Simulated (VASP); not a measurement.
## ZrAl3B3N: single point with PBE

ZrAl3B3N:

```
CELL_PARAMETERS angstrom
3.53776 0.00000 0.00000
0.00000 3.53776 0.00000
0.00000 0.00000 8.19172
ATOMIC_POSITIONS crystal
Zr 0.50000 0.50000 0.26250
Al 0.00000 0.00000 0.01804
Al 0.00000 0.00000 0.34565
Al 0.00000 0.00000 0.69285
B 0.50000 0.00000 0.49570
B 0.00000 0.50000 0.49570
B 0.50000 0.50000 0.83368
N 0.50000 0.50000 0.99829
```

```json
{"Program": "VASP 6.6.1", "Task": "single point", "Functional": "PBE", "Potentials or basis": "VASP PAW PBE potentials, release 64 (Zr_sv, Al, B, N)", "Cutoff": "520 eV", "k mesh": "3 × 3 × 2", "Occupations": "gaussian, width 0.15 eV", "Spin": "no spin polarisation"}
```

The pressure is 0.2 GPa and the largest force is 0.030 eV/Å.

Forces in eV/Å, atoms in the order of the input:
```
Zr   0.000  0.000 -0.008
Al   0.000  0.000 -0.005
Al   0.000  0.000  0.000
Al   0.000  0.000 -0.007
B    0.000  0.000  0.004
B    0.000  0.000  0.004
B    0.000  0.000 -0.018
N    0.000  0.000  0.030
```

Stress tensor (GPa, compression positive):
```
0.10 0.00 0.00
0.00 0.10 0.00
0.00 0.00 0.29
```

Levels at points of the mesh, in eV from the Fermi level:
```
           k point  band 14  band 15  band 16  band 17  band 18  band 19  band 20  band 21
(0.00, 0.00, 0.00)    -3.27    -1.94    -0.79     0.03     1.87     2.07     2.14     2.14
(0.00, 0.00, 0.50)    -3.15    -3.15    -0.02     0.62     1.46     1.46     1.87     2.77
```

Wall time 19 s on 1 thread of AMD EPYC 7R13 Processor (Zen 3) (shared host), peak memory 0.19 GiB.

Caveat: the k points lie up to 0.59 Å⁻¹ apart.
